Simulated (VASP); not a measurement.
A run of VASP 6.6.1 is set up as follows.

Contents of POSCAR:

```
ZrC
1.0
    0.0000000000      2.5870520693      2.5870520693
    2.5870520693      0.0000000000      2.5870520693
    2.5870520693      2.5870520693      0.0000000000
Zr C
1 1
Direct
    0.5000000000      0.5000000000      0.5000000000
    0.7500000000      0.7500000000      0.7500000000
```

Contents of INCAR.step1:

```
PREC = Accurate ; ENCUT = 520
EDIFF = 1E-5 ; ISMEAR = -1
SIGMA = 0.05 ; LREAL = F
LASPH = T ; NELM = 100
ALGO = Normal ; ISIF = 2
LWAVE = T ; LCHARG = F
NBANDS = 15 ; GGA = PE
```

INCAR.step2

```
PREC = Accurate ; ENCUT = 520
EDIFF = 1E-6 ; ISMEAR = -1
SIGMA = 0.05 ; LREAL = F
LASPH = T ; NELM = 100
ALGO = Normal ; ISIF = 2
LWAVE = F ; LCHARG = F
GGA = PE ; LHFCALC = T
AEXX = 1.0 ; ALDAC = 0.0
AGGAC = 0.0 ; PRECFOCK = Normal
NBANDS = 15 ; ISTART = 1
```

Contents of KPOINTS:

```
Automatic mesh
0
Gamma
  5 5 5
```

Potentials or basis: VASP PAW PBE potentials, release 64 (Zr_sv, C).

The run is started by

```console
$ cat potpaw_PBE.64/Zr_sv/POTCAR potpaw_PBE.64/C/POTCAR > POTCAR
$ cp INCAR.step1 INCAR
$ mpirun -np 1 vasp_std > vasp.out
$ cp INCAR.step2 INCAR
$ mpirun -np 1 vasp_std > vasp.out
```

(1) Estimate the pressure.

(2) What does it give for the band gap on the k mesh?

## Answers

(1) -0.1 GPa.

(2) 7.30 eV.

Caveat: the k points lie up to 0.42 Å⁻¹ apart; the PAW data sets were made with another functional, which shifts forces and pressure a little; an odd mesh through Γ misses points on the zone boundary, where band edges can lie.
